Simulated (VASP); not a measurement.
Runs of VASP 6.6.1 on MgB2 (k07). The structure is that of space group P6/mmm (No. 191), or close to it. The cells are those of the table. 

```tsv
task	cell	cutoff (eV)	smearing	gap on the mesh (eV)	pressure (GPa)	relaxed volume (Å³/atom)
relaxation of cell and atoms	relaxed from a = 3.085, b = 3.085, c = 3.523 Å, angles 90.0, 90.0, 120.0°, 3 atoms	600	gaussian 0.1 eV	none	0.0	9.60
relaxation of cell and atoms	relaxed from a = 3.075, b = 3.075, c = 3.524 Å, angles 90.0, 90.0, 120.0°, 3 atoms	600	fermi-dirac 0.15 eV	none	0.0	(a)
single point	a = 3.076, b = 3.076, c = 3.525 Å, angles 90.0, 90.0, 120.0°, 3 atoms	520	fermi-dirac 0.15 eV	none	-0.3	-
single point	a = 3.075, b = 3.075, c = 3.524 Å, angles 90.0, 90.0, 120.0°, 3 atoms	520	gaussian 0.1 eV	none	-0.3	-
```

Alike in all rows: level PBE; potentials or basis VASP PAW PBE potentials, release 64 (Mg, B); no spin polarisation; k mesh 21 × 21 × 16.

Estimate the missing entries.

(a) 9.61.

A gap of «none» marks levels without a gap at the run's occupations.
